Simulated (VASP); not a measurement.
Crystal: Ge.

```
Ge
1.0
     4.09041    0.00000    0.00000
    -2.04520    3.54240    0.00000
     0.00000    0.00000    3.32658
Ge
2
Direct
  0.66667 0.33333 0.14086
  0.33333 0.66667 0.85914
```

Base run:

* Program: VASP 6.6.1
* Functional: PBE
* Potentials or basis: VASP PAW PBE potentials, release 64 (Ge_d)
* Cutoff: 520 eV
* k mesh: 8 × 8 × 8
* Occupations: fermi-dirac, width 0.05 eV
* Spin: no spin polarisation

Its results: band gap on the k mesh zero (band 14 reaches 6.69 eV, above the bottom of band 15 at 1.87 eV); pressure -1.6 GPa; largest force 0.003 eV/Å.

Problem. The run is repeated on the same cell with these changes: functional from PBE to r2SCAN; k mesh from 8 × 8 × 8 to 4 × 4 × 5. What comes out?

Solution. Band gap on the k mesh zero (band 14 reaches 6.35 eV, above the bottom of band 15 at 2.77 eV); pressure -3.7 GPa; largest force 0.094 eV/Å.

Several settings changed at once, so the effect can't be laid on one alone.

Caveats: some runs use coarse meshes; the PAW data sets were made with another functional, which shifts forces and pressure a little (some runs).
